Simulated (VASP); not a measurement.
# ZrB (Fm-3m) in VASP: further runs, part 2 of 2

VASP 6.6.1. Earlier steps stand in the parts before.

### Step 3. Single point, r2SCAN

This run uses another cell than the first one, of 12.82 Å³/atom, 1.020 times its volume.

Input file POSCAR:

```
ZrB
1.0
    0.0000000000      2.3403977997      2.3403977997
    2.3403977997      0.0000000000      2.3403977997
    2.3403977997      2.3403977997      0.0000000000
Zr B
1 1
Direct
    0.0000000000      0.0000000000      0.0000000000
    0.5000000000      0.5000000000      0.5000000000
```

Input file INCAR.step1:

```
SYSTEM = ZrB
PREC     = Accurate       ! precision mode
ENCUT    = 520            ! plane-wave cutoff, eV
ISMEAR   = -1             ! smearing method
SIGMA    = 0.05           ! smearing width, eV
LREAL    = .FALSE.        ! projectors in reciprocal space
LASPH    = .TRUE.         ! aspherical terms in the spheres
NELM     = 100            ! most SCF steps
NBANDS   = 14             ! bands
GGA      = PE             ! functional
ALGO     = Normal         ! electronic algorithm
EDIFF    = 1E-4           ! SCF threshold, eV
LWAVE    = .TRUE.         ! write WAVECAR
LCHARG   = .FALSE.        ! write CHGCAR
```

Input file INCAR.step2:

```
SYSTEM = ZrB
PREC     = Accurate       ! precision mode
ENCUT    = 520            ! plane-wave cutoff, eV
EDIFF    = 1E-6           ! SCF threshold, eV
ISMEAR   = -1             ! smearing method
SIGMA    = 0.05           ! smearing width, eV
LREAL    = .FALSE.        ! projectors in reciprocal space
LASPH    = .TRUE.         ! aspherical terms in the spheres
NELM     = 100            ! most SCF steps
ALGO     = Normal         ! electronic algorithm
ISIF     = 2              ! what is computed and relaxed
LWAVE    = .FALSE.        ! write WAVECAR
LCHARG   = .FALSE.        ! write CHGCAR
METAGGA  = R2SCAN         ! meta-GGA
LMIXTAU  = .TRUE.       
NBANDS   = 14             ! bands
ISTART   = 1
```

Input file KPOINTS:

```
regular mesh
0
G
  10 10 10
  0 0 0
```

Potentials or basis: VASP PAW PBE potentials, release 64 (Zr_sv, B).

The run is started by

```
> cat potpaw_PBE.64/Zr_sv/POTCAR potpaw_PBE.64/B/POTCAR > POTCAR
> cp INCAR.step1 INCAR
> mpirun -np 1 vasp_std > vasp.out
> cp INCAR.step2 INCAR
> mpirun -np 1 vasp_std > vasp.out
```

OUTCAR:

```text
SYSTEM = ZrB
   PREC = Accurate
   ENCUT = 520
   EDIFF = 1E-6
   ISMEAR = -1
   LREAL = .FALSE.
   LASPH = .TRUE.
   NELM = 100
   ISIF = 2
   METAGGA = R2SCAN
   ISTART = 1

 ion  position               nearest neighbor table
   1  0.000  0.000  0.000-   2 2.34   2 2.34   2 2.34   2 2.34   2 2.34   2 2.34
   2  0.500  0.500  0.500-   1 2.34   1 2.34   1 2.34   1 2.34   1 2.34   1 2.34

  LATTYP: Found a face centered cubic cell.
 ALAT       =     4.6807955994

  Lattice vectors:

 A1 = (   0.0000000000,   2.3403977997,   2.3403977997)
 A2 = (   2.3403977997,   0.0000000000,   2.3403977997)
 A3 = (   2.3403977997,   2.3403977997,   0.0000000000)

Analysis of symmetry for initial positions (statically):
=====================================================================
 Subroutine PRICEL returns:
 Original cell was already a primitive cell.

 Routine SETGRP: Setting up the symmetry group for a
 face centered cubic supercell.

 Subroutine GETGRP returns: Found 48 space group operations
 (whereof 48 operations were pure point group operations)
 out of a pool of 48 trial point group operations.

The static configuration has the point symmetry O_h .

Analysis of symmetry for dynamics (positions and initial velocities):
=====================================================================
 Subroutine PRICEL returns:
 Original cell was already a primitive cell.

 Routine SETGRP: Setting up the symmetry group for a
 face centered cubic supercell.

 Subroutine GETGRP returns: Found 48 space group operations
 (whereof 48 operations were pure point group operations)
 out of a pool of 48 trial point group operations.

The dynamic configuration has the point symmetry O_h .

 Subroutine INISYM returns: Found 48 space group operations
 (whereof 48 operations are pure point group operations),
 and found     1 'primitive' translations

----------------------------------------------------------------------------------------

                                     Primitive cell

  volume of cell :      25.6389

  direct lattice vectors                    reciprocal lattice vectors
     0.000000000  2.340397800  2.340397800    -0.213638895  0.213638895  0.213638895
     2.340397800  0.000000000  2.340397800     0.213638895 -0.213638895  0.213638895
     2.340397800  2.340397800  0.000000000     0.213638895  0.213638895 -0.213638895

  length of vectors
     3.309822310  3.309822310  3.309822310     0.370033421  0.370033421  0.370033421

  position of ions in fractional coordinates (direct lattice)
     0.000000000  0.000000000  0.000000000
     0.500000000  0.500000000  0.500000000

  ion indices of the primitive-cell ions
   primitive index   ion index
                 1           1
                 2           2

----------------------------------------------------------------------------------------

 KPOINTS: regular mesh

Automatic generation of k-mesh.
 Grid dimensions read from file:
 generate k-points for:   10   10   10

 Generating k-lattice:

  Cartesian coordinates                     Fractional coordinates (reciprocal lattice)
    -0.021363890  0.021363890  0.021363890     0.100000000  0.000000000  0.000000000
     0.021363890 -0.021363890  0.021363890     0.000000000  0.100000000  0.000000000
     0.021363890  0.021363890 -0.021363890     0.000000000  0.000000000  0.100000000

  Length of vectors
     0.037003342  0.037003342  0.037003342

  Shift w.r.t. Gamma in fractional coordinates (k-lattice)
     0.000000000  0.000000000  0.000000000

 Subroutine IBZKPT returns following result:
 ===========================================

 Found     47 irreducible k-points:

 Following reciprocal coordinates:
            Coordinates               Weight
  0.000000  0.000000  0.000000      1.000000
  0.100000  0.000000  0.000000      8.000000
  0.200000  0.000000  0.000000      8.000000
  0.300000  0.000000  0.000000      8.000000
  0.400000  0.000000  0.000000      8.000000
  0.500000  0.000000  0.000000      4.000000
[... 16 lines left out ...]
  0.300000  0.300000  0.000000      6.000000
  0.400000  0.300000  0.000000     24.000000
 [... further k-points ...]
   k-points           NKPTS =     47   k-points in BZ     NKDIM =     47   number of bands    NBANDS=     14
   number of dos      NEDOS =    301   number of ions     NIONS =      2
   total plane-waves  NPLWV =  21952
   dimension x,y,z NGX =    28 NGY =   28 NGZ =   28
   dimension x,y,z NGXF=    56 NGYF=   56 NGZF=   56
   ions per type =               1   1
   NGX,Y,Z   is equivalent  to a cutoff of  14.06, 14.06, 14.06 a.u.
   NGXF,Y,Z  is equivalent  to a cutoff of  28.13, 28.13, 28.13 a.u.
 SYSTEM =  ZrB
   PREC   = accura    normal or accurate (medium, high low for compatibility)
   ISTART =      1    job   : 0-new  1-cont  2-samecut
   ICHARG =      0    charge: 1-file 2-atom 10-const
   ISPIN  =      1    spin polarized calculation?
   LNONCOLLINEAR =      F non collinear calculations
   LSORBIT =      F    spin-orbit coupling
   LASPH  =      T    aspherical Exc in radial PAW
   ENCUT  =  520.0 eV  38.22 Ry    6.18 a.u.   6.15  6.15  6.15*2*pi/ulx,y,z
   NELM   =    100;   NELMIN=  2; NELMDL=  0     # of ELM steps
   EDIFF  = 0.1E-05   stopping-criterion for ELM
   LREAL  =      F    real-space projection
   EDIFFG = 0.1E-04   stopping-criterion for IOM
   NSW    =      0    number of steps for IOM
   IBRION =     -1    ionic relax: 0-MD 1-quasi-New 2-CG
   NFREE  =      0    steps in history (QN), initial steepest desc. (CG)
   ISIF   =      2    stress and relaxation
   ISYM   =      2    0-nonsym 1-usesym 2-fastsym
   POTIM  = 0.5000    time-step for ionic-motion
   TEBEG  =    0.0;   TEEND  =   0.0 temperature during run
   PSTRESS=    0.0 pullay stress
   NELECT =      15.0000    total number of electrons
   NUPDOWN=      -1.0000    fix difference up-down
   EMIN   =  10.00;   EMAX   =-10.00  energy-range for DOS
   EFERMI =   0.00;   METHOD = LEGACY
   ISMEAR =    -1;   SIGMA  =   0.05  broadening in eV -4-tet -1-fermi 0-gaus
   EFERMI_NEDOS =   21; number of points for ismear=-14 and -15
   IALGO  =     38    algorithm
   IMIX   =      4    mixing-type and parameters
     AMIX     =   0.40;   BMIX     =  1.00
     AMIX_MAG =   1.60;   BMIX_MAG =  1.00
  volume/ion in A,a.u.               =      12.82        86.51
  Fermi-wavevector in a.u.,A,eV,Ry     =   1.369217  2.587445 25.507588  1.874755
  Thomas-Fermi vector in A             =   2.495112
   LORBIT       =      0    0 simple, 1 ext, 2 COOP (PROOUT), +10 PAW based schemes
   METAGGA = R2SCAN    functional components
   LHFCALC =     F    Hartree Fock is set to
   AEXX    =    0.0000 exact exchange contribution
   IVDW    =     0    specifies the selected vdW correction
   LEPSILON=     F    determine dielectric tensor
   LRPA    =     F    only Hartree local field effects (RPA)
 non-spin polarized calculation
  energy-cutoff  :      520.00
  volume of cell :       25.64
 maximum number of plane-waves:       701
 NGX is ok and might be reduce to    28
   NGX = 13   NGY = 13   NGZ = 13

 number of electron      15.0000000 magnetization

 Free energy of the ion-electron system (eV)
  ---------------------------------------------------
  ext. energy  EPLUGINS =         0.00000000
  ---------------------------------------------------
  free energy    TOTEN  =       -30.63644584 eV

  energy without entropy =      -30.62676611  energy(sigma->0) =      -30.63160598

 E-fermi :   8.8127     XC(G=0): -13.0363

 val. band max:        8.8010301579   @ k =  -0.2000   0.1000   0.0000
 cond. band min:       8.8354208400   @ k =   0.3000   0.2000   0.1000
 fundamental gap:      0.0343906820
 Fermi energy:         8.8126512946

 k-point     1 :       0.0000    0.0000    0.0000
  band No.  band energies     occupation
      1     -39.6825      2.00000
      2     -16.7299      2.00000
      3     -16.7299      2.00000
      4     -16.7299      2.00000
      5      -0.0850      2.00000
      6      10.9694      0.00000
      7      10.9694      0.00000
      8      10.9694      0.00000
      9      12.6120      0.00000
     10      12.6120      0.00000
     11      12.7558      0.00000
     12      12.7558      0.00000
     13      12.7558      0.00000
     14      20.3901      0.00000
[... 375 lines left out ...]
 k-point    24 :       0.4000    0.3000    0.0000
  band No.  band energies     occupation
      1     -39.5548      2.00000
      2     -17.4222      2.00000
      3     -17.0063      2.00000
      4     -16.9764      2.00000
      5       2.1973      2.00000
      6       6.9932      2.00000
      7       8.1244      2.00000
      8      10.2054      0.00000
      9      11.0753      0.00000
     10      14.5875      0.00000
     11      16.3389      0.00000
     12      16.5727      0.00000
     13      20.7223      0.00000
     14      23.6821      0.00000

 [... further k-points ...]
[... 5 lines left out ...]
  --------------------------------------------------------------------------------------
  -------------------------------------------------------------------------------------
  Total        4.9626820      4.9626820      4.9626820      0.0000000      0.0000000     -0.0000000
  in kB      310.1187286    310.1187286    310.1187286      0.0000000      0.0000000     -0.0000000
  external PRESSURE =     310.1187286 kB  Pullay stress =       0.0000000 kB

 VOLUME and BASIS-vectors are now :
 -----------------------------------------------------------------------------
  energy-cutoff  :      520.00
  volume of cell :       25.64
      direct lattice vectors                 reciprocal lattice vectors
     0.000000000  2.340397800  2.340397800    -0.213638895  0.213638895  0.213638895
     2.340397800  0.000000000  2.340397800     0.213638895 -0.213638895  0.213638895
     2.340397800  2.340397800  0.000000000     0.213638895  0.213638895 -0.213638895

 POSITION                                       TOTAL-FORCE (eV/Angst)
 -----------------------------------------------------------------------------------
      0.00000      0.00000      0.00000         0.000000      0.000000     -0.000000
      2.34040      2.34040      2.34040        -0.000000     -0.000000      0.000000
 -----------------------------------------------------------------------------------
    total drift:                               -0.000000      0.000000      0.000000

  FREE ENERGIE OF THE ION-ELECTRON SYSTEM (eV)
  ---------------------------------------------------
  free  energy   TOTEN  =       -30.6364458406 eV

  energy  without entropy=      -30.6267661141  energy(sigma->0) =      -30.63160598
```

Wall time 2.8 min (1 thread of AMD EPYC 7R13, shared host); peak memory 0.14 GiB.

Results:

* Free energy: -30.6364 eV
* Pressure: 31.0 GPa

Levels at points of the mesh, in eV from the Fermi level:
| k point | band 5 | band 6 | band 7 | band 8 | band 9 | band 10 | band 11 | band 12 |
| --- | --- | --- | --- | --- | --- | --- | --- | --- |
| (0.00, 0.00, 0.00) | -8.90 | 2.16 | 2.16 | 2.16 | 3.80 | 3.80 | 3.94 | 3.94 |
| (0.50, 0.00, 0.00) | -4.34 | -4.15 | -1.47 | -1.47 | 6.04 | 6.04 | 7.70 | 8.49 |
| (0.50, 0.50, 0.00) | -6.98 | -1.03 | -0.51 | 2.57 | 2.57 | 5.57 | 7.21 | 7.21 |

Caveat: the PAW data sets were made with another functional, which shifts forces and pressure a little.

### Step 4. Single point, r2SCAN

This run uses another cell than the first one, of 13.07 Å³/atom, 1.040 times its volume.

Input file POSCAR:

```
ZrB
1.0
    0.0000000000      2.3555956139      2.3555956139
    2.3555956139      0.0000000000      2.3555956139
    2.3555956139      2.3555956139      0.0000000000
Zr B
1 1
Direct
    0.0000000000      0.0000000000      0.0000000000
    0.5000000000      0.5000000000      0.5000000000
```

Input file INCAR.step1:

```
SYSTEM = ZrB
PREC = Accurate
ENCUT = 520
ISMEAR = -1
SIGMA = 0.05
LREAL = .False.
LASPH = .True.
NELM = 80
NBANDS = 14
GGA = PE
ALGO = Normal
EDIFF = 1E-4
LWAVE = .True.
LCHARG = .False.
```

Input file INCAR.step2:

```
SYSTEM = ZrB
PREC = Accurate
ENCUT = 520
EDIFF = 1E-7
ISMEAR = -1
SIGMA = 0.05
LREAL = .False.
LASPH = .True.
NELM = 80
ALGO = Normal
ISIF = 2
LWAVE = .False.
LCHARG = .True.
METAGGA = R2SCAN
LMIXTAU = .True.
LELF = .True.
LVHAR = .True.
NBANDS = 14
ISTART = 1
```

Input file KPOINTS:

```
regular mesh
0
Gamma
  10 10 10
  0 0 0
```

The run is started by

```
> cat potpaw_PBE.64/Zr_sv/POTCAR potpaw_PBE.64/B/POTCAR > POTCAR
> cp INCAR.step1 INCAR
> mpirun -np 1 vasp_std > vasp.out
> cp INCAR.step2 INCAR
> mpirun -np 1 vasp_std > vasp.out
```

It took 3 min on 1 thread of AMD EPYC 7R13, shared host; peak memory 0.14 GiB.

Results (log left out):

| Property | Result |
| --- | --- |
| Free energy | -30.7258 eV |
| Pressure | 25.9 GPa |

Levels at points of the mesh, in eV from the Fermi level:
```csv
k point,band 6,band 7,band 8,band 9,band 10,band 11
"(0.00, 0.00, 0.00)",2.14,2.14,2.14,3.73,3.73,3.89
"(0.50, 0.00, 0.00)",-4.23,-1.43,-1.43,5.92,5.92,7.53
"(0.50, 0.50, 0.00)",-0.98,-0.59,2.50,2.50,5.45,7.06
```

Caveat: the PAW data sets were made with another functional, which shifts forces and pressure a little.

### Step 5. Overview

| cell | gap on the mesh (eV) | pressure (GPa) |
| --- | --- | --- |
| a = 3.288 Å, angles 60.0°, 2 atoms | none | 36.6 |
| a = 3.310 Å, angles 60.0°, 2 atoms | none | 31.0 |
| a = 3.331 Å, angles 60.0°, 2 atoms | none | 25.9 |

Alike in all rows: task single point; level r2SCAN; potentials or basis VASP PAW PBE potentials, release 64 (Zr_sv, B); no spin polarisation; k mesh 10 × 10 × 10; cutoff (eV) 520; smearing fermi-dirac 0.05 eV.

Caveats: the PAW data sets were made with another functional, which shifts forces and pressure a little.

Absolute energies hang on the potentials; compare differences alone.
